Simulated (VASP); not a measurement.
# Ni (Fm-3m) in VASP: a series of runs

Runs on Ni. Level: PBE. Tasks: single point.

Program: VASP 6.6.1. These are calculated values, not measurements. Logs are shortened: lines on timing, memory, paths and dates and some standing lists are left out, and cuts for length are marked.

**1. The cell of the first run**

It takes space group Fm-3m (No. 225, cubic). The conventional cell has a = 3.450 Å, b = 3.450 Å, c = 3.450 Å, α = 90.00°, β = 90.00°, γ = 90.00°. Within 3.2 Å of Ni (site symmetry m-3m) lie 12 Ni at 2.44 Å.

**2. Single point, PBE, collinear spin, ferromagnetic start**

File INCAR:

```
ALGO = Normal
EDIFF = 1E-6
ENCUT = 520
GGA = PE
ISIF = 2
ISMEAR = 0
ISPIN = 2
LASPH = T
LCHARG = F
LMAXMIX = 4
LORBIT = 11
LREAL = F
LWAVE = F
MAGMOM = 2 2
NBANDS = 21
NELM = 150
PREC = Accurate
SIGMA = 0.1
```

File KPOINTS:

```
k-points
0
Gamma
  7 14 14
```

File POSCAR:

```
Ni
1.0
    0.0000000000      3.4500000000      3.4500000000
    1.7250000000      0.0000000000      1.7250000000
    1.7250000000      1.7250000000      0.0000000000
Ni
2
Direct
    0.0000000000      0.0000000000      0.0000000000
    0.5000000000      0.0000000000      0.0000000000
```

Potentials or basis: VASP PAW PBE potentials, release 64 (Ni).

Launch:

```
cat potpaw_PBE.64/Ni/POTCAR > POTCAR
mpirun -np 1 vasp_std > vasp.out
```

OUTCAR:

```text
EDIFF = 1E-6
   ENCUT = 520
   GGA = PE
   ISIF = 2
   ISMEAR = 0
   ISPIN = 2
   LASPH = T
   LORBIT = 11
   LREAL = F
   NELM = 150
   PREC = Accurate

 ion  position               nearest neighbor table
   1  0.000  0.000  0.000-   2 2.44   2 2.44   2 2.44   2 2.44   2 2.44   2 2.44
   2  0.500  0.000  0.000-   1 2.44   1 2.44   1 2.44   1 2.44   1 2.44   1 2.44

  LATTYP: Found a trigonal (rhomboedric) cell.
 ALAT       =     4.2253698063
 COS(alpha) =     0.8333333333

  Lattice vectors:

 A1 = (   1.7250000000,  -1.7250000000,  -3.4500000000)
 A2 = (   3.4500000000,  -1.7250000000,  -1.7250000000)
 A3 = (   1.7250000000,  -3.4500000000,  -1.7250000000)

Analysis of symmetry for initial positions (statically):
=====================================================================
 Subroutine PRICEL returns following result:

  LATTYP: Found a face centered cubic cell.
 ALAT       =     3.4500000000
[... 12 lines left out ...]
 Subroutine GETGRP returns: Found 12 space group operations
 (whereof 12 operations were pure point group operations)
 out of a pool of 12 trial point group operations.

The static configuration has the point symmetry D_3d.

Analysis of symmetry for dynamics (positions and initial velocities):
=====================================================================
 Subroutine PRICEL returns following result:

  LATTYP: Found a face centered cubic cell.
 ALAT       =     3.4500000000
[... 12 lines left out ...]
 Subroutine GETGRP returns: Found 12 space group operations
 (whereof 12 operations were pure point group operations)
 out of a pool of 12 trial point group operations.

The dynamic configuration has the point symmetry D_3d.

Analysis of structural, dynamic, and magnetic symmetry:
=====================================================================
 Subroutine PRICEL returns following result:

  LATTYP: Found a face centered cubic cell.
 ALAT       =     3.4500000000
[... 12 lines left out ...]
 Subroutine GETGRP returns: Found 12 space group operations
 (whereof 12 operations were pure point group operations)
 out of a pool of 12 trial point group operations.

The overall configuration has the point symmetry D_3d.

 Subroutine INISYM returns: Found 12 space group operations
 (whereof 12 operations are pure point group operations),
 and found     2 'primitive' translations

----------------------------------------------------------------------------------------

                                     Primitive cell

[... 128 lines left out ...]
  volume/ion in A,a.u.               =      10.27        69.28
  Fermi-wavevector in a.u.,A,eV,Ry     =   1.622840  3.066723 35.832440  2.633610
  Thomas-Fermi vector in A             =   2.716388
   LORBIT       =     11    0 simple, 1 ext, 2 COOP (PROOUT), +10 PAW based schemes
   GGA     = PE    functional components
   LHFCALC =     F    Hartree Fock is set to
   AEXX    =    0.0000 exact exchange contribution
   IVDW    =     0    specifies the selected vdW correction
   LEPSILON=     F    determine dielectric tensor
   LRPA    =     F    only Hartree local field effects (RPA)
 spin polarized calculation
 Gauss-broadening in eV      SIGMA  =   0.10
  energy-cutoff  :      520.00
  volume of cell :       20.53
 maximum number of plane-waves:       569
   NGX = 19   NGY =  9   NGZ =  9

 number of electron      19.9999980 magnetization       1.1199400

 Free energy of the ion-electron system (eV)
  ---------------------------------------------------
  ext. energy  EPLUGINS =         0.00000000
  ---------------------------------------------------
  free energy    TOTEN  =       -10.89698636 eV

  energy without entropy =      -10.87859644  energy(sigma->0) =      -10.88779140

 E-fermi :  10.2182     XC(G=0): -13.6015

 val. band max:       10.2121126764   @ k =  -0.4286   0.4286   0.0714
 cond. band min:      10.2306235538   @ k =  -0.1429   0.4286   0.0000
 fundamental gap:      0.0185108774
 Fermi energy:        10.2181868238

 spin component 1

 k-point     1 :       0.0000    0.0000    0.0000
  band No.  band energies     occupation
      1       0.8061      1.00000
      2       5.0849      1.00000
      3       7.6752      1.00000
      4       7.6752      1.00000
      5       7.6752      1.00000
      6       7.6837      1.00000
[... 565 lines left out ...]
     20      38.5425      0.00000
     21      39.6083      0.00000

 [... further k-points ...]

 spin component 2

 k-point     1 :       0.0000    0.0000    0.0000
  band No.  band energies     occupation
      1       0.7676      1.00000
      2       5.4707      1.00000
      3       8.2363      1.00000
      4       8.2363      1.00000
      5       8.3572      1.00000
      6       8.3572      1.00000
[... 565 lines left out ...]
     20      38.5880      0.00000
     21      39.7080      0.00000

 [... further k-points ...]

------------------------ aborting loop because EDIFF is reached ----------------------------------------

  FORCE on cell =-STRESS in cart. coord.  units (eV):
  Direction    XX          YY          ZZ          XY          YZ          ZX
  --------------------------------------------------------------------------------------
  -------------------------------------------------------------------------------------
  Total        1.6594966      1.6594966      1.6594966      0.0000102     -0.0000102      0.0000102
  in kB      129.4969867    129.4969867    129.4969867      0.0007981     -0.0007981      0.0007981
  external PRESSURE =     129.4969867 kB  Pullay stress =       0.0000000 kB

 VOLUME and BASIS-vectors are now :
 -----------------------------------------------------------------------------
  energy-cutoff  :      520.00
  volume of cell :       20.53
      direct lattice vectors                 reciprocal lattice vectors
     0.000000000  3.450000000  3.450000000    -0.144927536  0.144927536  0.144927536
     1.725000000  0.000000000  1.725000000     0.289855072 -0.289855072  0.289855072
     1.725000000  1.725000000  0.000000000     0.289855072  0.289855072 -0.289855072

 POSITION                                       TOTAL-FORCE (eV/Angst)
 -----------------------------------------------------------------------------------
      0.00000      0.00000      0.00000         0.000000     -0.000000      0.000000
      0.00000      1.72500      1.72500        -0.000000      0.000000     -0.000000
 -----------------------------------------------------------------------------------
    total drift:                               -0.000000     -0.000000      0.000000

  FREE ENERGIE OF THE ION-ELECTRON SYSTEM (eV)
  ---------------------------------------------------
  free  energy   TOTEN  =       -10.8969863617 eV

  energy  without entropy=      -10.8785964404  energy(sigma->0) =      -10.88779140

 total charge

# of ion       s       p       d       tot
------------------------------------------
    1        0.522   0.551   8.346   9.420
    2        0.522   0.551   8.346   9.420
--------------------------------------------------
tot          1.044   1.103  16.693  18.840

 magnetization (x)

# of ion       s       p       d       tot
------------------------------------------
    1       -0.008  -0.027   0.602   0.567
    2       -0.008  -0.027   0.602   0.567
--------------------------------------------------
tot         -0.016  -0.053   1.204   1.135
```

stdout:

```text
POSCAR found type information on POSCAR Ni
 POSCAR found :  1 types and       2 ions
 scaLAPACK will be used
 LDA part: xc-table for (Slater+PW92), standard interpolation
 -----------------------------------------------------------------------------
|                                                                             |
|           W    W    AA    RRRRR   N    N  II  N    N   GGGG   !!!           |
|           W    W   A  A   R    R  NN   N  II  NN   N  G    G  !!!           |
|           W    W  A    A  R    R  N N  N  II  N N  N  G       !!!           |
|           W WW W  AAAAAA  RRRRR   N  N N  II  N  N N  G  GGG   !            |
|           WW  WW  A    A  R   R   N   NN  II  N   NN  G    G                |
|           W    W  A    A  R    R  N    N  II  N    N   GGGG   !!!           |
|                                                                             |
|     Your reciprocal lattice and k-lattice belong to different lattice       |
|     classes:                                                                |
|                                                                             |
|        The reciprocal lattice is rhombohedral (trigonal),                   |
|        whereas your k-lattice is body-centered cubic.                       |
|                                                                             |
|     Results are often still useful ...                                      |
|                                                                             |
 -----------------------------------------------------------------------------

 POSCAR, INCAR and KPOINTS ok, starting setup
 FFT: planning ... GRIDC
 FFT: planning ... GRID_SOFT
 FFT: planning ... GRID
 WAVECAR not read
 entering main loop
```

It took 74 s on 1 thread of Intel Xeon Platinum 8488C (Sapphire Rapids), shared host; peak memory 0.2 GiB.

Results:

* Free energy: -10.8970 eV
* Pressure: 12.9 GPa
* Net moment: 1.12 μB per cell
* Site moments: Ni +0.57 μB
* Valence electrons inside the program's atomic spheres: Ni 9.42

Levels at points of the mesh, in eV from the Fermi level:
Spin up:
```tsv
k point	band 8	band 9	band 10	band 11	band 12	band 13	band 14	band 15
(0.00, 0.00, 0.00)	-1.27	-1.27	-0.54	-0.54	-0.39	6.12	22.68	24.22
(0.00, 0.50, 0.00)	-0.50	-0.39	-0.39	-0.39	2.50	6.12	9.77	15.39
```
Spin down:
| k point | band 8 | band 9 | band 10 | band 11 | band 12 | band 13 |
| --- | --- | --- | --- | --- | --- | --- |
| (0.00, 0.00, 0.00) | -0.75 | -0.75 | -0.45 | 0.14 | 0.14 | 6.51 |
| (0.00, 0.50, 0.00) | 0.14 | 0.14 | 0.39 | 0.39 | 2.45 | 6.51 |

Caveat: the cell stands under pressure.

**3. Single point, PBE, collinear spin, ferromagnetic start**

File INCAR:

```
SYSTEM = Ni
  ALGO = Normal
  EDIFF = 1E-7
  ENCUT = 520
  GGA = PE
  ISIF = 2
  ISMEAR = 0
  ISPIN = 2
  LASPH = .True.
  LCHARG = .False.
  LMAXMIX = 4
  LORBIT = 11
  LREAL = .False.
  LWAVE = .False.
  MAGMOM = 2 2
  NBANDS = 21
  NELM = 150
  PREC = Accurate
  SIGMA = 0.1
```

File KPOINTS:

```
k-points
0
Gamma
  7 14 14
  0 0 0
```

POSCAR is that of step 2.

Potentials or basis: VASP PAW PBE potentials, release 64 (Ni).

Launch:

```
cat potpaw_PBE.64/Ni/POTCAR > POTCAR
mpirun -np 1 vasp_std > vasp.out
```

Wall time 76 s (1 thread of Intel Xeon Platinum 8488C (Sapphire Rapids), shared host); peak memory 0.2 GiB.

The run converged. Its results:

- Free energy: -10.8970 eV
- Pressure: 13.0 GPa
- Net moment: 1.12 μB per cell
- Site moments: Ni +0.57 μB
- Valence electrons inside the program's atomic spheres: Ni 9.42

Levels at points of the mesh, in eV from the Fermi level:
Spin up:
```tsv
k point	band 8	band 9	band 10	band 11	band 12	band 13	band 14	band 15
(0.00, 0.00, 0.00)	-1.27	-1.27	-0.54	-0.54	-0.39	6.12	22.68	24.22
(0.00, 0.50, 0.00)	-0.50	-0.39	-0.39	-0.39	2.49	6.12	9.77	15.39
```
Spin down:
| k point | band 7 | band 8 | band 9 | band 10 | band 11 | band 12 | band 13 | band 14 |
| --- | --- | --- | --- | --- | --- | --- | --- | --- |
| (0.00, 0.00, 0.00) | -1.86 | -0.75 | -0.75 | -0.45 | 0.14 | 0.14 | 6.51 | 22.55 |
| (0.00, 0.50, 0.00) | 0.05 | 0.14 | 0.14 | 0.39 | 0.39 | 2.45 | 6.51 | 9.99 |

Caveat: the cell stands under pressure.
